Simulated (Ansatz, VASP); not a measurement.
**Ti3I: VASP beside Ansatz**

```
Ti I
1.0
     4.42112    0.00000    0.00000
     0.00000    4.42112    0.00000
     0.00000    0.00000    3.67800
Ti I
3 1
Direct
  0.00000 0.50000 0.50000
  0.50000 0.00000 0.50000
  0.50000 0.50000 0.00000
  0.00000 0.00000 0.00000
```

Alike in both runs: functional PBE; k mesh 10 × 10 × 12; occupations gaussian, width 0.1 eV; no spin polarisation.

Ansatz relaxed the structure, and its values are those at the end. VASP's run is a single point on that final structure, the one shown.

|  | VASP | Ansatz |
| --- | --- | --- |
| version | VASP 6.6.1 | Ansatz 0.2.0 |
| potentials or method | VASP PAW PBE potentials, release 64 (Ti_sv, I), cutoff 520 eV | scalar-relativistic, plane waves, PAW |
| valence electrons in the cell | 43 | 53 |

|  | VASP | Ansatz | Ansatz less VASP |
| --- | --- | --- | --- |
| gap on the k mesh at the Fermi level (eV) | none | none | - |
| pressure (GPa) | -0.1 | 0.0 | +0.12 |

A gap of «none» marks a metal or a gap that the smearing closes. VASP's potentials hold 43 valence electrons a cell and Ansatz's 53, so a difference there can come from the potentials and not from the codes.

Spin-orbit coupling is off throughout.
